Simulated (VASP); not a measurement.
A run of VASP 6.6.1 is set up as follows.

Contents of INCAR:

```
PREC = Accurate ; ENCUT = 520
EDIFF = 1E-6 ; ISMEAR = -1
SIGMA = 0.02 ; LREAL = F
LASPH = T ; NELM = 100
ALGO = Normal ; ISIF = 2
LWAVE = F ; LCHARG = T
GGA = PE ; LELF = T
LVHAR = T ; NBANDS = 18
```

The input KPOINTS:

```
Automatic mesh
0
Gamma
  8 8 8
```

Contents of POSCAR:

```
HfO2
1.0
    0.0000000000      2.5544741425      2.5205642908
    2.5544741425      0.0000000000      2.5205642908
    2.5544741425      2.5544741425      0.0000000000
Hf O
1 2
Direct
    0.0000000000      0.0000000000      0.0000000000
    0.2500000000      0.2500000000      0.2500000000
    0.7500000000      0.7500000000      0.7500000000
```

Potentials or basis: VASP PAW PBE potentials, release 64 (Hf_pv, O).

Command:

```sh
$ cat potpaw_PBE.64/Hf_pv/POTCAR potpaw_PBE.64/O/POTCAR > POTCAR
$ mpirun -np 1 vasp_std > vasp.out
```

Predict the band gap on the k mesh.

3.67 eV, indirect (the least direct gap lies 3.2 meV higher).

Predict the pressure.

-2.0 GPa.

Stress tensor (GPa, compression positive):
```
-4.07  0.00  0.00
 0.00 -4.07  0.00
 0.00  0.00  2.11
```

Caveat: the cell differs from its parent crystal (epitaxial xy strain +1.0%); spin-orbit coupling is left out, which moves the levels of the heavy elements. A k mesh can miss the band edges.
